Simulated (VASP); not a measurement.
# Au (P4/nmm) in VASP: a series of runs

Au is run at these levels: PBEsol; tasks: single point.

Program: VASP 6.6.1. These are calculated values, not measurements. Logs are shortened: lines on timing, memory, paths and dates and some standing lists are left out, and cuts for length are marked.

### 1 The cell of the first run

The structure is tetragonal, space group P4/nmm (No. 129). Conventional cell: a = 2.893 Å, b = 2.893 Å, c = 4.091 Å, α = 90.00°, β = 90.00°, γ = 90.00°. Within 3.5 Å of Au (site symmetry 4mm) lie 12 Au at 2.63 to 3.19 Å.

### 2 Single point, PBEsol (atoms displaced along a vibrational mode)

INCAR reads:

```
PREC = Accurate ; ENCUT = 520
EDIFF = 1E-6 ; ISMEAR = 0
SIGMA = 0.15 ; LREAL = False
LASPH = True ; NELM = 100
ALGO = Fast ; ISIF = 2
LWAVE = False ; LCHARG = False
GGA = PS ; NBANDS = 18
```

KPOINTS reads:

```
Automatic mesh
0
Gamma
  16 16 12
```

POSCAR reads:

```
Au
1.0
    0.0000000000     -2.0455000000     -2.0455000000
    0.0000000000      2.0455000000     -2.0455000000
    4.0910000000      0.0000000000      0.0000000000
Au
2
Direct
    0.5000000000      0.5000000000      0.4511121975
    0.0000000000      0.0000000000      0.0488878025
```

Potentials or basis: VASP PAW PBE potentials, release 64 (Au).

Command:

```
$ cat potpaw_PBE.64/Au/POTCAR > POTCAR
$ mpirun -np 1 vasp_std > vasp.out
```

OUTCAR:

```text
PREC = Accurate
   ENCUT = 520
   EDIFF = 1E-6
   ISMEAR = 0
   LREAL = False
   LASPH = True
   NELM = 100
   ISIF = 2
   GGA = PS

 ion  position               nearest neighbor table
   1  0.500  0.500  0.451-   2 2.63   2 2.63   2 2.63   2 2.63   2 3.19   2 3.19   2 3.19   2 3.19

   2  0.000  0.000  0.049-   1 2.63   1 2.63   1 2.63   1 2.63   1 3.19   1 3.19   1 3.19   1 3.19

  LATTYP: Found a simple tetragonal cell.
 ALAT       =     2.8927738418
 C/A-ratio  =     1.4142135624

  Lattice vectors:

 A1 = (   0.0000000000,  -2.0455000000,  -2.0455000000)
 A2 = (   0.0000000000,   2.0455000000,  -2.0455000000)
 A3 = (   4.0910000000,   0.0000000000,   0.0000000000)

Analysis of symmetry for initial positions (statically):
=====================================================================
 Subroutine PRICEL returns:
 Original cell was already a primitive cell.

 Routine SETGRP: Setting up the symmetry group for a
 simple tetragonal supercell.

 Subroutine GETGRP returns: Found 16 space group operations
 (whereof  8 operations were pure point group operations)
 out of a pool of 16 trial point group operations.

The static configuration has the point symmetry C_4v.
 The point group associated with its full space group is D_4h.

Analysis of symmetry for dynamics (positions and initial velocities):
=====================================================================
 Subroutine PRICEL returns:
 Original cell was already a primitive cell.

 Routine SETGRP: Setting up the symmetry group for a
 simple tetragonal supercell.

 Subroutine GETGRP returns: Found 16 space group operations
 (whereof  8 operations were pure point group operations)
 out of a pool of 16 trial point group operations.

The dynamic configuration has the point symmetry C_4v.
 The point group associated with its full space group is D_4h.

 Subroutine INISYM returns: Found 16 space group operations
 (whereof  8 operations are pure point group operations),
 and found     1 'primitive' translations

----------------------------------------------------------------------------------------

                                     Primitive cell

  volume of cell :      34.2341

  direct lattice vectors                    reciprocal lattice vectors
     0.000000000 -2.045500000 -2.045500000     0.000000000 -0.244439012 -0.244439012
     0.000000000  2.045500000 -2.045500000     0.000000000  0.244439012 -0.244439012
     4.091000000  0.000000000  0.000000000     0.244439012  0.000000000  0.000000000

  length of vectors
     2.892773842  2.892773842  4.091000000     0.345688967  0.345688967  0.244439012

  position of ions in fractional coordinates (direct lattice)
     0.500000000  0.500000000  0.451112198
     0.000000000  0.000000000  0.048887802

  ion indices of the primitive-cell ions
   primitive index   ion index
                 1           1
                 2           2

----------------------------------------------------------------------------------------

 KPOINTS: Automatic mesh

Automatic generation of k-mesh.
 Grid dimensions read from file:
 generate k-points for:   16   16   12

 Generating k-lattice:

  Cartesian coordinates                     Fractional coordinates (reciprocal lattice)
     0.000000000 -0.015277438 -0.015277438     0.062500000  0.000000000  0.000000000
     0.000000000  0.015277438 -0.015277438     0.000000000  0.062500000  0.000000000
     0.020369918  0.000000000  0.000000000     0.000000000  0.000000000  0.083333333

  Length of vectors
     0.021605560  0.021605560  0.020369918

  Shift w.r.t. Gamma in fractional coordinates (k-lattice)
     0.000000000  0.000000000  0.000000000

 Subroutine IBZKPT returns following result:
 ===========================================

 Found    315 irreducible k-points:

 Following reciprocal coordinates:
            Coordinates               Weight
  0.000000  0.000000  0.000000      1.000000
  0.062500  0.000000  0.000000      4.000000
  0.125000  0.000000  0.000000      4.000000
  0.187500  0.000000  0.000000      4.000000
  0.250000  0.000000  0.000000      4.000000
  0.312500  0.000000  0.000000      4.000000
[... 16 lines left out ...]
  0.437500  0.125000  0.000000      8.000000
  0.500000  0.125000  0.000000      4.000000
 [... further k-points ...]
   k-points           NKPTS =    315   k-points in BZ     NKDIM =    315   number of bands    NBANDS=     18
   number of dos      NEDOS =    301   number of ions     NIONS =      2
   total plane-waves  NPLWV =  17280
   dimension x,y,z NGX =    24 NGY =   24 NGZ =   30
   dimension x,y,z NGXF=    48 NGYF=   48 NGZF=   60
   ions per type =               2
   NGX,Y,Z   is equivalent  to a cutoff of  13.79, 13.79, 12.19 a.u.
   NGXF,Y,Z  is equivalent  to a cutoff of  27.59, 27.59, 24.38 a.u.
 SYSTEM =  unknown system
   PREC   = accura    normal or accurate (medium, high low for compatibility)
   ISTART =      0    job   : 0-new  1-cont  2-samecut
   ICHARG =      2    charge: 1-file 2-atom 10-const
   ISPIN  =      1    spin polarized calculation?
   LNONCOLLINEAR =      F non collinear calculations
   LSORBIT =      F    spin-orbit coupling
   LASPH  =      T    aspherical Exc in radial PAW
   ENCUT  =  520.0 eV  38.22 Ry    6.18 a.u.   5.38  5.38  7.61*2*pi/ulx,y,z
   NELM   =    100;   NELMIN=  2; NELMDL= -5     # of ELM steps
   EDIFF  = 0.1E-05   stopping-criterion for ELM
   LREAL  =      F    real-space projection
[... 7 lines left out ...]
   TEBEG  =    0.0;   TEEND  =   0.0 temperature during run
   PSTRESS=    0.0 pullay stress
   NELECT =      22.0000    total number of electrons
   NUPDOWN=      -1.0000    fix difference up-down
   EMIN   =  10.00;   EMAX   =-10.00  energy-range for DOS
   EFERMI =   0.00;   METHOD = LEGACY
   ISMEAR =     0;   SIGMA  =   0.15  broadening in eV -4-tet -1-fermi 0-gaus
   EFERMI_NEDOS =   21; number of points for ismear=-14 and -15
   IALGO  =     68    algorithm
   IMIX   =      4    mixing-type and parameters
     AMIX     =   0.40;   BMIX     =  1.00
     AMIX_MAG =   1.60;   BMIX_MAG =  1.00
  volume/ion in A,a.u.               =      17.12       115.51
  Fermi-wavevector in a.u.,A,eV,Ry     =   1.412742  2.669696 27.155058  1.995840
  Thomas-Fermi vector in A             =   2.534459
   LORBIT       =      0    0 simple, 1 ext, 2 COOP (PROOUT), +10 PAW based schemes
   GGA     = PS    functional components
   LHFCALC =     F    Hartree Fock is set to
   AEXX    =    0.0000 exact exchange contribution
   IVDW    =     0    specifies the selected vdW correction
   LEPSILON=     F    determine dielectric tensor
   LRPA    =     F    only Hartree local field effects (RPA)
 non-spin polarized calculation
 RMM-DIIS sequential band-by-band and
 Gauss-broadening in eV      SIGMA  =   0.15
  energy-cutoff  :      520.00
  volume of cell :       34.23
 maximum number of plane-waves:       937
 NGX is ok and might be reduce to    24
   NGX = 11   NGY = 11   NGZ = 15

 number of electron      21.9999998 magnetization

 Free energy of the ion-electron system (eV)
  ---------------------------------------------------
  ext. energy  EPLUGINS =         0.00000000
  ---------------------------------------------------
  free energy    TOTEN  =        -7.18353303 eV

  energy without entropy =       -7.17808119  energy(sigma->0) =       -7.18080711

 E-fermi :   9.2737     XC(G=0): -12.7857

 val. band max:        9.2674991251   @ k =   0.3125   0.1250   0.4167
 cond. band min:       9.2850704065   @ k =   0.2500   0.1875   0.4167
 fundamental gap:      0.0175712814
 Fermi energy:         9.2737474171

 k-point     1 :       0.0000    0.0000    0.0000
  band No.  band energies     occupation
      1      -0.8048      2.00000
      2       1.9770      2.00000
      3       2.0076      2.00000
      4       4.3376      2.00000
      5       4.3376      2.00000
      6       4.7925      2.00000
[... 10 lines left out ...]
     17      26.0905      0.00000
     18      28.0503      0.00000

 k-point     2 :       0.0625    0.0000    0.0000
  band No.  band energies     occupation
      1      -0.7138      2.00000
      2       2.0110      2.00000
      3       2.0764      2.00000
      4       4.3210      2.00000
      5       4.3491      2.00000
      6       4.8196      2.00000
[... 10 lines left out ...]
     17      26.4674      0.00000
     18      27.4648      0.00000

 k-point     3 :       0.1250    0.0000    0.0000
  band No.  band energies     occupation
      1      -0.4468      2.00000
      2       2.0691      2.00000
      3       2.3135      2.00000
      4       4.2814      2.00000
      5       4.3801      2.00000
      6       4.8663      2.00000
[... 10 lines left out ...]
     17      26.3167      0.00000
     18      27.0689      0.00000

 k-point     4 :       0.1875    0.0000    0.0000
  band No.  band energies     occupation
      1      -0.0224      2.00000
      2       2.1489      2.00000
      3       2.6794      2.00000
      4       4.2469      2.00000
      5       4.4197      2.00000
      6       4.8114      2.00000
[... 375 lines left out ...]
      4       3.5868      2.00000
      5       4.1925      2.00000
      6       4.8983      2.00000
[... 10 lines left out ...]
     17      22.9849      0.00000
     18      25.4145      0.00000

 k-point    23 :       0.4375    0.1250    0.0000
  band No.  band energies     occupation
      1       2.4016      2.00000
      2       2.6040      2.00000
      3       3.3120      2.00000
      4       3.4997      2.00000
      5       4.4134      2.00000
      6       5.0010      2.00000
[... 10 lines left out ...]
     17      23.0028      0.00000
     18      24.5695      0.00000

 k-point    24 :       0.5000    0.1250    0.0000
  band No.  band energies     occupation
      1       2.5860      2.00000
      2       2.5860      2.00000
      3       3.3495      2.00000
      4       3.3495      2.00000
      5       4.6991      2.00000
      6       4.6991      2.00000
[... 10 lines left out ...]
     17      23.7728      0.00000
     18      23.7728      0.00000

 [... further k-points ...]

------------------------ aborting loop because EDIFF is reached ----------------------------------------

  FORCE on cell =-STRESS in cart. coord.  units (eV):
  Direction    XX          YY          ZZ          XY          YZ          ZX
  --------------------------------------------------------------------------------------
  -------------------------------------------------------------------------------------
  Total        2.6889397      3.3048168      3.3048168      0.0000000      0.0000000      0.0000000
  in kB      125.8442011    154.6676673    154.6676673      0.0000000      0.0000000      0.0000000
  external PRESSURE =     145.0598453 kB  Pullay stress =       0.0000000 kB

 VOLUME and BASIS-vectors are now :
 -----------------------------------------------------------------------------
  energy-cutoff  :      520.00
  volume of cell :       34.23
      direct lattice vectors                 reciprocal lattice vectors
     0.000000000 -2.045500000 -2.045500000     0.000000000 -0.244439012 -0.244439012
     0.000000000  2.045500000 -2.045500000     0.000000000  0.244439012 -0.244439012
     4.091000000  0.000000000  0.000000000     0.244439012  0.000000000  0.000000000

 POSITION                                       TOTAL-FORCE (eV/Angst)
 -----------------------------------------------------------------------------------
      1.84550      0.00000     -2.04550         3.572619      0.000000     -0.000000
      0.20000      0.00000      0.00000        -3.572619     -0.000000      0.000000
 -----------------------------------------------------------------------------------
    total drift:                               -0.000000     -0.000000      0.000000

  FREE ENERGIE OF THE ION-ELECTRON SYSTEM (eV)
  ---------------------------------------------------
  free  energy   TOTEN  =        -7.1835330281 eV

  energy  without entropy=       -7.1780811918  energy(sigma->0) =       -7.18080711
```

Wall time 2.9 min (1 thread of Intel Xeon 8259CL, shared host); peak memory 0.27 GiB.

Results:

- Free energy: -7.1835 eV
- Pressure: 14.5 GPa
- Largest force: 3.573 eV/Å
- Band gap on the k mesh: zero (bands 11 and 12 overlap by 6.66 eV)

Forces in eV/Å, atoms in the order of the input:
```
Au   3.573  0.000  0.000
Au  -3.573  0.000  0.000
```

Caveat: the cell differs from its parent crystal (atoms displaced along a vibrational mode); the cell stands under pressure; the PAW data sets were made with another functional, which shifts forces and pressure a little; spin-orbit coupling is left out, which moves the levels of the heavy elements.

### 3 Single point, PBEsol (atoms displaced along a vibrational mode)

INCAR reads:

```
SYSTEM = Au
ALGO = Fast
EDIFF = 1E-6
ENCUT = 520
GGA = PS
ISIF = 2
ISMEAR = 0
LASPH = .True.
LCHARG = .True.
LELF = .True.
LREAL = .False.
LVHAR = .True.
LWAVE = .False.
NBANDS = 18
NELM = 60
PREC = Accurate
SIGMA = 0.15
```

KPOINTS reads:

```
k-points
0
Gamma
  16 16 12
  0 0 0
```

POSCAR reads:

```
Au
1.0
    0.0000000000     -2.0455000000     -2.0455000000
    0.0000000000      2.0455000000     -2.0455000000
    4.0910000000      0.0000000000      0.0000000000
Au
2
Direct
    0.5000000000      0.5000000000      0.5366658519
    0.0000000000      0.0000000000     -0.0366658519
```

Potentials or basis: VASP PAW PBE potentials, release 64 (Au).

Command:

```
$ cat potpaw_PBE.64/Au/POTCAR > POTCAR
$ mpirun -np 1 vasp_std > vasp.out
```

Run time: 3 min. Hardware: 1 thread of Intel Xeon 8259CL, shared host; peak memory 0.27 GiB.

Results (log left out):

```
Free energy            : -7.4872 eV
Pressure               : 7.5 GPa
Largest force          : 2.527 eV/Å
Band gap on the k mesh : zero (bands 11 and 12 overlap by 6.86 eV)
```

Forces in eV/Å, atoms in the order of the input:
```
Au  -2.527  0.000  0.000
Au   2.527  0.000  0.000
```

Stress tensor (GPa, compression positive):
```
6.72 0.00 0.00
0.00 7.91 0.00
0.00 0.00 7.91
```

Levels at points of the mesh, in eV from the Fermi level:
| k point | band 9 | band 10 | band 11 | band 12 | band 13 | band 14 |
| --- | --- | --- | --- | --- | --- | --- |
| (0.00, 0.00, 0.00) | -1.90 | -1.68 | -1.68 | 1.43 | 5.38 | 9.98 |
| (0.50, 0.00, 0.00) | -2.59 | -2.59 | -0.35 | -0.35 | 7.57 | 7.57 |
| (0.50, 0.50, 0.00) | -1.70 | -1.70 | 1.00 | 1.00 | 5.75 | 5.75 |
| (0.00, 0.00, 0.50) | -3.03 | -2.88 | -2.88 | -2.16 | 13.54 | 13.90 |
| (0.50, 0.00, 0.50) | -1.80 | -1.80 | -0.89 | -0.89 | 2.97 | 2.97 |
| (0.50, 0.50, 0.50) | -1.70 | -1.70 | 4.64 | 4.64 | 5.15 | 5.15 |

Caveat: the cell differs from its parent crystal (atoms displaced along a vibrational mode); the cell stands under pressure; the PAW data sets were made with another functional, which shifts forces and pressure a little; spin-orbit coupling is left out, which moves the levels of the heavy elements.

(Continued in part 2 of 3.)

The gap in the log of VASP goes by the Fermi energy; the results here count the filled bands.